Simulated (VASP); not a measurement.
# ScHBr2 (P4/mmm) in VASP: single point with PBE

Aim: the single point of ScHBr2 with PBE.

Program: VASP 6.6.1. These are calculated values, not measurements. Logs are shortened: lines on timing, memory, paths and dates and some standing lists are left out, and cuts for length are marked.

### 1 The cell of the first run

The structure is tetragonal, space group P4/mmm (No. 123). Conventional cell: a = 4.008 Å, b = 4.008 Å, c = 5.679 Å, α = 90.00°, β = 90.00°, γ = 90.00°. Sc (site symmetry 4/mmm) has 6 Br at 2.83 to 2.84 Å within 3.7 Å. H (site symmetry 4/mmm) has 6 Br at 2.83 to 2.84 Å within 3.7 Å. Br (site symmetry 4/mmm) has 4 Sc at 2.83 Å and 2 H at 2.84 Å within 3.7 Å. Br (site symmetry 4/mmm) has 4 H at 2.83 Å and 2 Sc at 2.84 Å within 3.7 Å.

The cell was built from a structure type or drawn by symmetry, and may not be a known phase.

### 2 Single point, PBE

INCAR

```
SYSTEM = ScHBr2
  ALGO = Normal
  EDIFF = 1E-6
  ENCUT = 520
  GGA = PE
  ISIF = 2
  ISMEAR = 0
  LASPH = .TRUE.
  LCHARG = .FALSE.
  LREAL = .FALSE.
  LWAVE = .FALSE.
  NBANDS = 21
  NELM = 80
  PREC = Accurate
  SIGMA = 0.1
```

KPOINTS

```
k-points
0
G
  4 4 4
  0 0 0
```

POSCAR

```
ScHBr2
1.0
    4.0075364800      0.0000000000      0.0000000000
    0.0000000000      4.0075364800      0.0000000000
    0.0000000000      0.0000000000      5.6791928800
Sc H Br
1 1 2
Direct
    0.5000000000      0.5000000000      0.5000000000
    0.0000000000      0.0000000000      0.0000000000
    0.0000000000      0.0000000000      0.5000000000
    0.5000000000      0.5000000000      0.0000000000
```

Potentials or basis: VASP PAW PBE potentials, release 64 (Sc_sv, H, Br).

Run with:

```bash
$ cat potpaw_PBE.64/Sc_sv/POTCAR potpaw_PBE.64/H/POTCAR potpaw_PBE.64/Br/POTCAR > POTCAR
$ mpirun -np 1 vasp_std > vasp.out
```

OUTCAR:

```text
SYSTEM = ScHBr2
   EDIFF = 1E-6
   ENCUT = 520
   GGA = PE
   ISIF = 2
   ISMEAR = 0
   LASPH = .TRUE.
   LREAL = .FALSE.
   NELM = 80
   PREC = Accurate

 ion  position               nearest neighbor table
   1  0.500  0.500  0.500-   3 2.83   3 2.83   3 2.83   3 2.83   4 2.84   4 2.84
   2  0.000  0.000  0.000-
   3  0.000  0.000  0.500-   1 2.83   1 2.83   1 2.83   1 2.83
   4  0.500  0.500  0.000-   1 2.84   1 2.84

  LATTYP: Found a simple tetragonal cell.
 ALAT       =     4.0075364800
 C/A-ratio  =     1.4171281805

  Lattice vectors:

 A1 = (   4.0075364800,   0.0000000000,   0.0000000000)
 A2 = (   0.0000000000,   4.0075364800,   0.0000000000)
 A3 = (   0.0000000000,   0.0000000000,   5.6791928800)

Analysis of symmetry for initial positions (statically):
=====================================================================
 Subroutine PRICEL returns:
 Original cell was already a primitive cell.

 Routine SETGRP: Setting up the symmetry group for a
 simple tetragonal supercell.

 Subroutine GETGRP returns: Found 16 space group operations
 (whereof 16 operations were pure point group operations)
 out of a pool of 16 trial point group operations.

The static configuration has the point symmetry D_4h.

Analysis of symmetry for dynamics (positions and initial velocities):
=====================================================================
 Subroutine PRICEL returns:
 Original cell was already a primitive cell.

 Routine SETGRP: Setting up the symmetry group for a
 simple tetragonal supercell.

 Subroutine GETGRP returns: Found 16 space group operations
 (whereof 16 operations were pure point group operations)
 out of a pool of 16 trial point group operations.

The dynamic configuration has the point symmetry D_4h.

 Subroutine INISYM returns: Found 16 space group operations
 (whereof 16 operations are pure point group operations),
 and found     1 'primitive' translations

----------------------------------------------------------------------------------------

                                     Primitive cell

  volume of cell :      91.2098

  direct lattice vectors                    reciprocal lattice vectors
     4.007536480  0.000000000  0.000000000     0.249529856  0.000000000  0.000000000
     0.000000000  4.007536480  0.000000000     0.000000000  0.249529856  0.000000000
     0.000000000  0.000000000  5.679192880     0.000000000  0.000000000  0.176081359

  length of vectors
     4.007536480  4.007536480  5.679192880     0.249529856  0.249529856  0.176081359

  position of ions in fractional coordinates (direct lattice)
     0.500000000  0.500000000  0.500000000
     0.000000000  0.000000000  0.000000000
     0.000000000  0.000000000  0.500000000
     0.500000000  0.500000000  0.000000000

  ion indices of the primitive-cell ions
   primitive index   ion index
                 1           1
                 2           2
                 3           3
                 4           4

----------------------------------------------------------------------------------------

 KPOINTS: k-points

Automatic generation of k-mesh.
 Grid dimensions read from file:
 generate k-points for:    4    4    4

 Generating k-lattice:

  Cartesian coordinates                     Fractional coordinates (reciprocal lattice)
     0.062382464  0.000000000  0.000000000     0.250000000  0.000000000  0.000000000
     0.000000000  0.062382464  0.000000000     0.000000000  0.250000000  0.000000000
     0.000000000  0.000000000  0.044020340     0.000000000  0.000000000  0.250000000

  Length of vectors
     0.062382464  0.062382464  0.044020340

  Shift w.r.t. Gamma in fractional coordinates (k-lattice)
     0.000000000  0.000000000  0.000000000

 Subroutine IBZKPT returns following result:
 ===========================================

 Found     18 irreducible k-points:

 Following reciprocal coordinates:
            Coordinates               Weight
  0.000000  0.000000  0.000000      1.000000
  0.250000  0.000000  0.000000      4.000000
  0.500000  0.000000  0.000000      2.000000
  0.250000  0.250000  0.000000      4.000000
  0.500000  0.250000  0.000000      4.000000
  0.500000  0.500000  0.000000      1.000000
[... 10 lines left out ...]
  0.500000  0.250000  0.500000      4.000000
  0.500000  0.500000  0.500000      1.000000
   k-points           NKPTS =     18   k-points in BZ     NKDIM =     18   number of bands    NBANDS=     21
   number of dos      NEDOS =    301   number of ions     NIONS =      4
   total plane-waves  NPLWV =  37800
   dimension x,y,z NGX =    30 NGY =   30 NGZ =   42
   dimension x,y,z NGXF=    60 NGYF=   60 NGZF=   84
   ions per type =               1   1   2
   NGX,Y,Z   is equivalent  to a cutoff of  12.44, 12.44, 12.29 a.u.
   NGXF,Y,Z  is equivalent  to a cutoff of  24.89, 24.89, 24.59 a.u.
 SYSTEM =  ScHBr2
   PREC   = accura    normal or accurate (medium, high low for compatibility)
   ISTART =      0    job   : 0-new  1-cont  2-samecut
   ICHARG =      2    charge: 1-file 2-atom 10-const
   ISPIN  =      1    spin polarized calculation?
   LNONCOLLINEAR =      F non collinear calculations
   LSORBIT =      F    spin-orbit coupling
   LASPH  =      T    aspherical Exc in radial PAW
   ENCUT  =  520.0 eV  38.22 Ry    6.18 a.u.   7.45  7.45 10.56*2*pi/ulx,y,z
   NELM   =     80;   NELMIN=  2; NELMDL= -5     # of ELM steps
   EDIFF  = 0.1E-05   stopping-criterion for ELM
   LREAL  =      F    real-space projection
   EDIFFG = 0.1E-04   stopping-criterion for IOM
   NSW    =      0    number of steps for IOM
   IBRION =     -1    ionic relax: 0-MD 1-quasi-New 2-CG
   NFREE  =      0    steps in history (QN), initial steepest desc. (CG)
   ISIF   =      2    stress and relaxation
   ISYM   =      2    0-nonsym 1-usesym 2-fastsym
   POTIM  = 0.5000    time-step for ionic-motion
   TEBEG  =    0.0;   TEEND  =   0.0 temperature during run
   PSTRESS=    0.0 pullay stress
   NELECT =      26.0000    total number of electrons
   NUPDOWN=      -1.0000    fix difference up-down
   EMIN   =  10.00;   EMAX   =-10.00  energy-range for DOS
   EFERMI =   0.00;   METHOD = LEGACY
   ISMEAR =     0;   SIGMA  =   0.10  broadening in eV -4-tet -1-fermi 0-gaus
   EFERMI_NEDOS =   21; number of points for ismear=-14 and -15
   IALGO  =     38    algorithm
   IMIX   =      4    mixing-type and parameters
     AMIX     =   0.40;   BMIX     =  1.00
     AMIX_MAG =   1.60;   BMIX_MAG =  1.00
  volume/ion in A,a.u.               =      22.80       153.88
  Fermi-wavevector in a.u.,A,eV,Ry     =   1.077421  2.036030 15.794131  1.160836
  Thomas-Fermi vector in A             =   2.213332
   LORBIT       =      0    0 simple, 1 ext, 2 COOP (PROOUT), +10 PAW based schemes
   GGA     = PE    functional components
   LHFCALC =     F    Hartree Fock is set to
   AEXX    =    0.0000 exact exchange contribution
   IVDW    =     0    specifies the selected vdW correction
   LEPSILON=     F    determine dielectric tensor
   LRPA    =     F    only Hartree local field effects (RPA)
 non-spin polarized calculation
 Gauss-broadening in eV      SIGMA  =   0.10
  energy-cutoff  :      520.00
  volume of cell :       91.21
 maximum number of plane-waves:      2486
 NGX is ok and might be reduce to    30
   NGX = 15   NGY = 15   NGZ = 21

 number of electron      25.9999996 magnetization

 Free energy of the ion-electron system (eV)
  ---------------------------------------------------
  ext. energy  EPLUGINS =         0.00000000
  ---------------------------------------------------
  free energy    TOTEN  =       -14.03891327 eV

  energy without entropy =      -14.01254966  energy(sigma->0) =      -14.02573147

 E-fermi :   3.0756     XC(G=0):  -8.8122

 val. band max:        3.0680504672   @ k =   0.2500   0.2500   0.0000
 cond. band min:       3.0770427928   @ k =   0.2500   0.2500   0.2500
 fundamental gap:      0.0089923255
 Fermi energy:         3.0755595247

 k-point     1 :       0.0000    0.0000    0.0000
  band No.  band energies     occupation
      1     -48.1946      2.00000
      2     -26.8894      2.00000
      3     -26.7755      2.00000
      4     -26.7755      2.00000
      5     -14.2373      2.00000
      6     -12.5276      2.00000
[... 13 lines left out ...]
     20       9.4732      0.00000
     21      11.4287      0.00000

 k-point     2 :       0.2500    0.0000    0.0000
  band No.  band energies     occupation
      1     -48.1939      2.00000
      2     -26.8883      2.00000
      3     -26.7931      2.00000
      4     -26.7731      2.00000
      5     -14.1032      2.00000
      6     -12.4840      2.00000
[... 13 lines left out ...]
     20       9.1354      0.00000
     21       9.6112      0.00000

 k-point     3 :       0.5000    0.0000    0.0000
  band No.  band energies     occupation
      1     -48.1932      2.00000
      2     -26.8873      2.00000
      3     -26.8106      2.00000
      4     -26.7706      2.00000
      5     -13.9599      2.00000
      6     -12.4427      2.00000
[... 13 lines left out ...]
     20       8.3579      0.00000
     21       8.6097      0.00000
[... 313 lines left out ...]
 k-point    17 :       0.5000    0.2500    0.5000
  band No.  band energies     occupation
      1     -48.1926      2.00000
      2     -26.8882      2.00000
      3     -26.8054      2.00000
      4     -26.7854      2.00000
      5     -13.9534      2.00000
      6     -12.3180      2.00000
[... 13 lines left out ...]
     20       7.7686      0.00000
     21       8.0392      0.00000

 k-point    18 :       0.5000    0.5000    0.5000
  band No.  band energies     occupation
      1     -48.1919      2.00000
      2     -26.8872      2.00000
      3     -26.8002      2.00000
      4     -26.8002      2.00000
      5     -13.9522      2.00000
      6     -12.2627      2.00000
[... 13 lines left out ...]
     20       9.1001      0.00000
     21       9.1001      0.00000

------------------------ aborting loop because EDIFF is reached ----------------------------------------

  FORCE on cell =-STRESS in cart. coord.  units (eV):
  Direction    XX          YY          ZZ          XY          YZ          ZX
  --------------------------------------------------------------------------------------
  -------------------------------------------------------------------------------------
  Total       -1.4700459     -1.4700459     -4.6275285      0.0000000      0.0000000      0.0000000
  in kB      -25.8225959    -25.8225959    -81.2864392      0.0000000      0.0000000      0.0000000
  external PRESSURE =     -44.3105437 kB  Pullay stress =       0.0000000 kB

 VOLUME and BASIS-vectors are now :
 -----------------------------------------------------------------------------
  energy-cutoff  :      520.00
  volume of cell :       91.21
      direct lattice vectors                 reciprocal lattice vectors
     4.007536480  0.000000000  0.000000000     0.249529856  0.000000000  0.000000000
     0.000000000  4.007536480  0.000000000     0.000000000  0.249529856  0.000000000
     0.000000000  0.000000000  5.679192880     0.000000000  0.000000000  0.176081359

 POSITION                                       TOTAL-FORCE (eV/Angst)
 -----------------------------------------------------------------------------------
      2.00377      2.00377      2.83960         0.000000      0.000000      0.000000
      0.00000      0.00000      0.00000         0.000000      0.000000      0.000000
      0.00000      0.00000      2.83960         0.000000      0.000000      0.000000
      2.00377      2.00377      0.00000         0.000000      0.000000      0.000000
 -----------------------------------------------------------------------------------
    total drift:                                0.000000      0.000000      0.000000

  FREE ENERGIE OF THE ION-ELECTRON SYSTEM (eV)
  ---------------------------------------------------
  free  energy   TOTEN  =       -14.0389132710 eV

  energy  without entropy=      -14.0125496628  energy(sigma->0) =      -14.02573147
```

Run time: 66 s. Hardware: 1 thread of AMD EPYC 7R43 (Zen 3), shared host; peak memory 0.15 GiB.

Results:

```
Free energy            : -14.0389 eV
Pressure               : -4.4 GPa
Band gap on the k mesh : zero (bands 13 and 14 overlap by 1.75 eV)
```

Caveat: the k points lie up to 0.39 Å⁻¹ apart, too coarse for converged energies and pressures of a metal.
